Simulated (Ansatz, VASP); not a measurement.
# Two plane-wave programs on LiF

```
Li F
1.0
     0.00000    2.01400    2.01400
     2.01400    0.00000    2.01400
     2.01400    2.01400    0.00000
Li F
1 1
Cartesian
  0.0000 -0.0619 -0.0619
  2.0140 2.0140 2.0140
```

Change from the starting cell: all Li atoms moved +0.087 Å, as atom 1 towards its neighbour atom 1 (Li) at 2.848 Å.

Alike in both runs: task single point; functional r2SCAN; k mesh 10 × 10 × 10; occupations gaussian, width 0.05 eV; no spin polarisation.

```csv
,VASP,Ansatz
version,VASP 6.6.1,Ansatz 0.2.0
potentials or method,"VASP PAW PBE potentials, release 64 (Li_sv, F), cutoff 520 eV","scalar-relativistic, plane waves, PAW"
valence electrons in the cell,10,10
```

```csv
,VASP,Ansatz,Ansatz less VASP
gap on the k mesh at the Fermi level (eV),10.25,10.05,-0.204
least direct gap on the mesh (eV),10.25,10.05,-0.204
rms of the force components (eV/Å),0.087,0.084,-0.0030
```

VASP's potentials were made for PBE, not for r2SCAN. Atom by atom the forces differ by 0.003 eV/Å (rms over components). With one functional, cell and mesh, what is left measures potentials, basis and numerics.

Noted on VASP's run: the cutoff is under 1.25 times that of the potentials, so the pressure is a little rough.
